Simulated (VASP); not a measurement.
Write the native input for VASP 6.6.1 that does the following.

- Task: single point
- Functional: PBE
- Potentials or basis: VASP PAW PBE potentials, release 64 (Zn, S)
- Cutoff: 520 eV
- k mesh: 9 × 9 × 4
- Occupations: gaussian, width 0.05 eV
- Spin: no spin polarisation
- Dipole correction: no
- Further INCAR settings: ALGO = Normal; EDIFF = 1e-06; NBANDS = 26

The structure of ZnS lies in POSCAR:

```
ZnS
1.0
    3.8455587354      0.0000000000      0.0000000000
   -1.9227793677      3.3303515566      0.0000000000
    0.0000000000      0.0000000000      6.3037246812
Zn S
2 2
Direct
    0.3457790288      0.7255193123      0.0052003729
    0.6542209712      0.2744806877      0.5052003729
    0.3232759706      0.6191078612      0.3797996271
    0.6767240294      0.3808921388      0.8797996271
```

This cell differs from its parent crystal: atoms displaced along a vibrational mode.

One way to write it, as run:

INCAR

```
  PREC = Accurate
  ENCUT = 520
  EDIFF = 1E-6
  ISMEAR = 0
  SIGMA = 0.05
  LREAL = False
  LASPH = True
  NELM = 60
  ALGO = Normal
  ISIF = 2
  LWAVE = False
  LCHARG = False
  GGA = PE
  NBANDS = 26
```

KPOINTS

```
Automatic mesh
0
Gamma
  9 9 4
```

Potentials or basis: VASP PAW PBE potentials, release 64 (Zn, S).

The run is started by

```sh
$ cat potpaw_PBE.64/Zn/POTCAR potpaw_PBE.64/S/POTCAR > POTCAR
$ mpirun -np 1 vasp_std > vasp.out
```

Results of the run:

```json
{
 "Pressure": "-0.2 GPa",
 "Largest force": "0.288 eV/Å",
 "Band gap on the k mesh": "1.96 eV"
}
```

Caveat: the cell differs from its parent crystal (atoms displaced along a vibrational mode).

Wall time 100 s on 1 thread of Intel(R) Xeon(R) 6975P-C (Granite Rapids), with other jobs on the host, peak memory 0.34 GiB.
